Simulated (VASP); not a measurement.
In:

```
In
1.0
    -1.88253    1.88253    1.88253
     1.88253   -1.88253    1.88253
     1.88253    1.88253   -1.88253
In
1
Direct
  0.00000 0.00000 0.00000
```

* Program: VASP 6.6.1
* Task: relaxation of cell and atoms
* Functional: PBEsol
* Potentials or basis: VASP PAW PBE potentials, release 64 (In_d)
* Cutoff: 600 eV
* k mesh: 10 × 10 × 10
* Occupations: fermi-dirac, width 0.05 eV
* Spin: no spin polarisation

At the start: pressure -1.3 GPa; volume 26.69 Å³/atom.

How do energy, volume and symmetry change on relaxing?

Over 3 steps the energy falls by 3.8 meV/atom and the volume is 25.79 Å³/atom (-3.3 %); space group Im-3m (No. 229, to 0.05 Å).

Step by step:
| step | energy change (eV) | largest force (eV/Å) | pressure (GPa) | volume (Å³) |
| --- | --- | --- | --- | --- |
| 1 | 0.0000 | 0.0000 | -1.33 | 26.69 |
| 2 | -0.0038 | 0.0000 | -0.08 | 25.84 |
| 3 | -0.0038 | 0.0000 | 0.00 | 25.79 |

Final structure:
```cif
data_structure
_symmetry_space_group_name_H-M 'P 1'
_symmetry_Int_Tables_number 1
_cell_length_a 3.2239
_cell_length_b 3.2239
_cell_length_c 3.2239
_cell_angle_alpha 109.471
_cell_angle_beta 109.471
_cell_angle_gamma 109.471
_cell_volume 25.79
loop_
_atom_site_label
_atom_site_type_symbol
_atom_site_fract_x
_atom_site_fract_y
_atom_site_fract_z
_atom_site_occupancy
In1 In 0.00000 0.00000 0.00000 1
```

Caveat: the PAW data sets were made with another functional, which shifts forces and pressure a little.
